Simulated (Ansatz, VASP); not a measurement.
## HfO2 in VASP and in Ansatz

File INCAR:

```
PREC = Accurate ; ENCUT = 600
EDIFF = 1E-6 ; ISMEAR = 0
SIGMA = 0.5 ; LREAL = F
LASPH = T ; NELM = 120
ALGO = Normal ; ISIF = 2
LWAVE = F ; LCHARG = T
GGA = PE ; LELF = T
LVHAR = T ; NBANDS = 18
GGA_COMPAT = F
```

KPOINTS

```
Automatic mesh
0
Gamma
  6 6 6
```

Contents of POSCAR:

```
HfO2
1.0
    0.0000000000      2.5291823194      2.5291823194
    2.5291823194      0.0000000000      2.5291823194
    2.5291823194      2.5291823194      0.0000000000
Hf O
1 2
Direct
    0.0000000000      0.0000000000      0.0000000000
    0.2500000000      0.2500000000      0.2500000000
    0.7500000000      0.7500000000      0.7500000000
```

Input for Ansatz:

```yaml
crystal:
  lattice:
    - [0.0, 2.5291823194, 2.5291823194]
    - [2.5291823194, 0.0, 2.5291823194]
    - [2.5291823194, 2.5291823194, 0.0]
  atoms:
    - { symbol: Hf, position: [0.0, 0.0, 0.0] }
    - { symbol: O, position: [0.25, 0.25, 0.25] }
    - { symbol: O, position: [0.75, 0.75, 0.75] }
kpoints:
  mp_grid: { grid: [6, 6, 6] }
hamiltonian:
  xc: pbe
scf:
  occupations: { method: gaussian, width: 0.5 }
  n_extra_bands: 4
output:
  forces: true
  stress: true
  eigenvalues: true
```

Alike in both runs: task single point; functional PBE; k mesh 6 × 6 × 6; occupations gaussian, width 0.5 eV; no spin polarisation.

```csv
,VASP,Ansatz
version,VASP 6.6.1,Ansatz 0.2.0
potentials or method,"VASP PAW PBE potentials, release 64 (Hf_pv, O)",plane waves
plane-wave cutoff (eV),600,420
valence electrons in the cell,22,38
```

Ansatz gave:

* pressure (GPa): 6.0

Q: Which values does VASP return?

A: Pressure (GPa): 1.9.

VASP's potentials hold 22 valence electrons a cell and Ansatz's 38, so a difference there can come from the potentials and not from the codes.

Neither program's run includes spin-orbit coupling.
